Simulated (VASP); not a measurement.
Here is a VASP 6.6.1 calculation.

File INCAR:

```
PREC     = Accurate       # precision mode
ENCUT    = 520            # plane-wave cutoff, eV
EDIFF    = 1E-6           # SCF threshold, eV
ISMEAR   = 0              # smearing method
SIGMA    = 0.05           # smearing width, eV
LREAL    = False          # projectors in reciprocal space
LASPH    = True           # aspherical terms in the spheres
NELM     = 150            # most SCF steps
ALGO     = Normal         # electronic algorithm
ISIF     = 2              # what is computed and relaxed
LWAVE    = False          # write WAVECAR
LCHARG   = False          # write CHGCAR
ISPIN    = 2              # spin polarisation
MAGMOM   = 2.81 -0.13 -0.13 -0.13 # initial moments
LORBIT   = 11             # projections on sites
LMAXMIX  = 4              # l up to which the mixer works
LDAU     = True           # DFT+U
LDAUTYPE = 2            
LDAUL    = 2 -1           # shell
LDAUU    = 3.3 0          # U, eV
LDAUJ    = 0 0          
LDAUPRINT= 1            
GGA      = PE             # functional
NBANDS   = 27             # bands
```

File KPOINTS:

```
regular mesh
0
Gamma
  6 6 6
```

The input POSCAR:

```
CoBr3
1.0
    5.1526900640      0.0000000000      0.0000000000
    0.0000000000      5.1526900640      0.0000000000
    0.0000000000      0.0000000000      5.1526900640
Co Br
1 3
Direct
    0.0000000000      0.0000000000      0.0000000000
    0.5000000000      0.0000000000      0.0000000000
    0.0000000000      0.0000000000      0.5000000000
    0.0000000000      0.5000000000      0.0000000000
```

Potentials or basis: VASP PAW PBE potentials, release 64 (Co, Br).

Run with:

```sh
$ cat potpaw_PBE.64/Co/POTCAR potpaw_PBE.64/Br/POTCAR > POTCAR
$ mpirun -np 1 vasp_std > vasp.out
```

Predict the net moment.

2.61 μB per cell.

Predict the site moments.

Co +2.21; Br +0.09 μB.

Eigenvalues of the final occupation matrices:
| site | spin | trace | eigenvalues |
| --- | --- | --- | --- |
| site 1 d | 1 | 4.69 | 0.91 0.91 0.96 0.96 0.96 |
| site 1 d | 2 | 2.52 | 0.11 0.11 0.77 0.77 0.77 |
